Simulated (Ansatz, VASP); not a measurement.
## Two plane-wave programs on KTaO3

Contents of POSCAR:

```
KTaO3
1.0
    3.9901311030      0.0000000000      0.0000000000
    0.0000000000      3.9901311030      0.0000000000
    0.0000000000      0.0000000000      3.9901311030
K Ta O
1 1 3
Direct
    0.0000000000      0.0000000000      0.0000000000
    0.5000000000      0.5000000000      0.5000000000
    0.5000000000      0.5000000000      0.0000000000
    0.5000000000      0.0000000000      0.5000000000
    0.0000000000      0.5000000000      0.5000000000
```

INCAR.step1

```
PREC = Accurate ; ENCUT = 520
ISMEAR = 0 ; SIGMA = 0.01
LREAL = F ; LASPH = T
NELM = 80 ; NBANDS = 27
GGA = PE ; ALGO = Normal
EDIFF = 1E-4 ; LWAVE = T
LCHARG = F
```

Contents of INCAR.step2:

```
PREC = Accurate ; ENCUT = 520
EDIFF = 1E-6 ; ISMEAR = 0
SIGMA = 0.01 ; LREAL = F
LASPH = T ; NELM = 80
ALGO = Normal ; ISIF = 2
LWAVE = F ; LCHARG = F
METAGGA = R2SCAN ; LMIXTAU = T
NBANDS = 27 ; ISTART = 1
```

Contents of KPOINTS:

```
regular mesh
0
Gamma
  6 6 6
```

Input for Ansatz:

```yaml
crystal:
  lattice:
    - [3.990131103, 0.0, 0.0]
    - [0.0, 3.990131103, 0.0]
    - [0.0, 0.0, 3.990131103]
  atoms:
    - { symbol: K, position: [0.0, 0.0, 0.0] }
    - { symbol: Ta, position: [0.5, 0.5, 0.5] }
    - { symbol: O, position: [0.5, 0.5, 0.0] }
    - { symbol: O, position: [0.5, 0.0, 0.5] }
    - { symbol: O, position: [0.0, 0.5, 0.5] }
kpoints:
  mp_grid: { grid: [6, 6, 6] }
  band_path:
    path: [[0.0, 0.0, 0.0], [0.0, 0.5, 0.0], [0.5, 0.5, 0.0], [0.5, 0.5, 0.5]]
    npoints: 1
hamiltonian:
  xc: r2scan
scf:
  occupations: { method: fixed }
  n_extra_bands: 5
output:
  forces: true
  stress: true
  eigenvalues: true
```

Alike in both runs: task single point; functional r2SCAN; k mesh 6 × 6 × 6; no spin polarisation.

```csv
,VASP,Ansatz
version,VASP 6.6.1,Ansatz 0.2.0
potentials or method,"VASP PAW PBE potentials, release 64 (K_sv, Ta_pv, O)","plane waves, PAW"
plane-wave cutoff (eV),520,500
occupations,"gaussian, width 0.01 eV",fixed
valence electrons in the cell,38,40
```

Ansatz gave:

| Property | Result |
| --- | --- |
| gap on the k mesh at the Fermi level (eV) | 2.63 |
| pressure (GPa) | 0.0 |

Question: What did VASP give for the same quantities?

Answer: gap on the k mesh at the Fermi level (eV): 2.59; pressure (GPa): 0.9.

VASP's potentials were made for PBE, not for r2SCAN. VASP's potentials hold 38 valence electrons a cell and Ansatz's 40, so a difference there can come from the potentials and not from the codes.

Neither program's run includes spin-orbit coupling.
